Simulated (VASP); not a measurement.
TaN:

```xyz
2
Lattice="2.9380 0.0000 0.0000 -1.4690 2.5444 0.0000 0.0000 0.0000 2.8830" Properties=species:S:1:pos:R:3 pbc="T T T"
Ta    0.0000    0.0000    1.4415
N     1.4690    0.8481    0.0000
```

Base run:

- Program: VASP 6.6.1
- Functional: LDA
- Potentials or basis: VASP PAW LDA potentials, release 64 (Ta_pv, N)
- Cutoff: 520 eV
- k mesh: 10 × 10 × 9
- Occupations: fermi-dirac, width 0.05 eV
- Spin: no spin polarisation
- Hubbard terms: Ta d U = 5.0 eV

Its results: band gap on the k mesh zero (band 8 reaches 9.14 eV, above the bottom of band 9 at 8.80 eV); pressure 6.4 GPa.

Problem. The run is repeated on the same cell with these changes: hubbard terms from Ta d U = 5.0 eV to Ta d U = 3.0 eV. What comes out?

Solution. Band gap on the k mesh zero (band 8 reaches 8.79 eV, above the bottom of band 9 at 8.47 eV); pressure -0.4 GPa.

Caveats: spin-orbit coupling is left out, which moves the levels of the heavy elements; U without spin polarisation on a metal has little footing.
